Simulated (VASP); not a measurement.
Set up this calculation in VASP 6.6.1, as the native input.

- Task: relaxation of cell and atoms
- Functional: PBE
- Potentials or basis: VASP PAW PBE potentials, release 64 (Sb, C)
- Cutoff: 600 eV
- k mesh: 6 × 6 × 4
- Occupations: gaussian, width 0.1 eV
- Spin: no spin polarisation
- Dipole correction: no
- Further INCAR settings: ALGO = Normal; EDIFF = 1e-07; IBRION = 2; EDIFFG = -0.04; NSW = 90; ISIF = 3

The structure of Sb2C3 lies in POSCAR:

```
Sb2C3
1.0
    3.8468036503      0.0000000000      0.0000000000
   -1.9234018252      3.3314296845      0.0000000000
    0.0000000000      0.0000000000      5.9850016184
Sb C
2 3
Direct
    0.3333333333      0.6666666667      0.2450000000
    0.6666666667      0.3333333333      0.7550000000
    0.0000000000      0.0000000000      0.0000000000
    0.3333333333      0.6666666667      0.6450000000
    0.6666666667      0.3333333333      0.3550000000
```

The input as run:

INCAR

```
SYSTEM = Sb2C3
PREC     = Accurate       ! precision mode
ENCUT    = 600            ! plane-wave cutoff, eV
EDIFF    = 1E-7           ! SCF threshold, eV
ISMEAR   = 0              ! smearing method
SIGMA    = 0.1            ! smearing width, eV
LREAL    = .FALSE.        ! projectors in reciprocal space
LASPH    = .TRUE.         ! aspherical terms in the spheres
NELM     = 80             ! most SCF steps
ALGO     = Normal         ! electronic algorithm
ISIF     = 3              ! what is computed and relaxed
LWAVE    = .FALSE.        ! write WAVECAR
LCHARG   = .FALSE.        ! write CHGCAR
GGA      = PE             ! functional
IBRION   = 2              ! ionic algorithm
NSW      = 90             ! ionic steps
EDIFFG   = -0.04          ! ionic threshold
```

KPOINTS

```
Automatic mesh
0
G
  6 6 4
  0 0 0
```

Potentials or basis: VASP PAW PBE potentials, release 64 (Sb, C).

The run is started by

```bash
$ cat potpaw_PBE.64/Sb/POTCAR potpaw_PBE.64/C/POTCAR > POTCAR
$ mpirun -np 1 vasp_std > vasp.out
```

Results of the run:

| Item | Value |
| --- | --- |
| Relaxed volume | 14.25 Å³/atom |
| Relaxed cell | a = 3.419 Å, b = 3.419 Å, c = 7.038 Å, α = 90.00°, β = 90.00°, γ = 120.00° |
| Space group after relaxing (to 0.1 Å) | P-3m1 (No. 164) |
| Energy gained by relaxing | 132.2 meV/atom |
| Ionic steps | 22 |
| Pressure after relaxing | -0.4 GPa |
| Largest force after relaxing | 0.029 eV/Å |
| Band gap on the k mesh | zero (bands 11 and 12 overlap by 1.08 eV) |

Caveat: a cell axis changed by over 15 % at a fixed basis, so the end point is rough; spin-orbit coupling is left out, which moves the levels of the heavy elements.

It took 9.9 min on 1 thread of Intel Xeon 8259CL, on a shared host, peak memory 0.26 GiB.
